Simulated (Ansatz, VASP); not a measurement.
# Two plane-wave programs on Ba3SbP

INCAR

```
PREC     = Accurate       # precision mode
ENCUT    = 520            # plane-wave cutoff, eV
EDIFF    = 1E-7           # SCF threshold, eV
ISMEAR   = 0              # smearing method
SIGMA    = 0.01           # smearing width, eV
LREAL    = False          # projectors in reciprocal space
LASPH    = True           # aspherical terms in the spheres
NELM     = 60             # most SCF steps
ALGO     = Normal         # electronic algorithm
ISIF     = 2              # what is computed and relaxed
LWAVE    = False          # write WAVECAR
LCHARG   = False          # write CHGCAR
GGA      = PS             # functional
NBANDS   = 28             # bands
```

File KPOINTS:

```
Automatic mesh
0
Gamma
  2 2 2
```

The input POSCAR:

```
Ba3SbP
1.0
    6.1312500000     -0.0563700000     -0.0213600000
   -0.0563700000      6.0451400000      0.0685800000
   -0.0213600000      0.0685800000      6.0096700000
Ba Sb P
3 1 1
Direct
    0.9956657658      0.4999326780      0.4937301241
    0.5029600000      0.9957200000      0.5031200000
    0.4998000000      0.4980700000      0.0023200000
    0.0021300000      0.9998100000      0.9956200000
    0.4995700000      0.5018200000      0.4924200000
```

Input for Ansatz:

```yaml
crystal:
  lattice:
    - [6.13125, -0.05637, -0.02136]
    - [-0.05637, 6.04514, 0.06858]
    - [-0.02136, 0.06858, 6.00967]
  atoms:
    - { symbol: Ba, position: [0.9956657657753426, 0.49993267802040653, 0.49373012406643324] }
    - { symbol: Ba, position: [0.50296, 0.99572, 0.50312] }
    - { symbol: Ba, position: [0.4998, 0.49807, 0.00232] }
    - { symbol: Sb, position: [0.00213, 0.99981, 0.99562] }
    - { symbol: P, position: [0.49957, 0.50182, 0.49242] }
basis:
  ecutwfc: 540.0
  xc_grid: 2
kpoints:
  mp_grid:
    grid: [2, 2, 2]
hamiltonian:
  xc: pbesol
scf:
  convergence:
    dr2_threshold: 1.0e-09
  occupations:
    method: fixed
output:
  forces: true
  stress: true
```

Alike in both runs: task single point; functional PBEsol; k mesh 2 × 2 × 2; no spin polarisation.

|  | VASP | Ansatz |
| --- | --- | --- |
| version | VASP 6.6.1 | Ansatz 0.2.0 |
| potentials or method | VASP PAW PBE potentials, release 64 (Ba_sv, Sb, P), cutoff 520 eV | plane waves, PAW |
| occupations | gaussian, width 0.01 eV | fixed |
| valence electrons in the cell | 40 | 50 |

|  | VASP | Ansatz | Ansatz less VASP |
| --- | --- | --- | --- |
| pressure (GPa) | 0.3 | -0.3 | -0.54 |
| traceless stress, the component that is largest in VASP (GPa) | -0.82 | -0.78 | +0.032 |
| rms of the force components (eV/Å) | 0.114 | 0.101 | -0.0126 |

VASP's potentials were made for PBE, not for PBEsol. Atom by atom the forces differ by 0.026 eV/Å (rms over components). VASP's potentials hold 40 valence electrons a cell and Ansatz's 50, so a difference there can come from the potentials and not from the codes. Ansatz's warnings: stress scf threshold loose.

The k mesh is coarse, so the values compare programs but aren't converged. Neither program's run includes spin-orbit coupling.
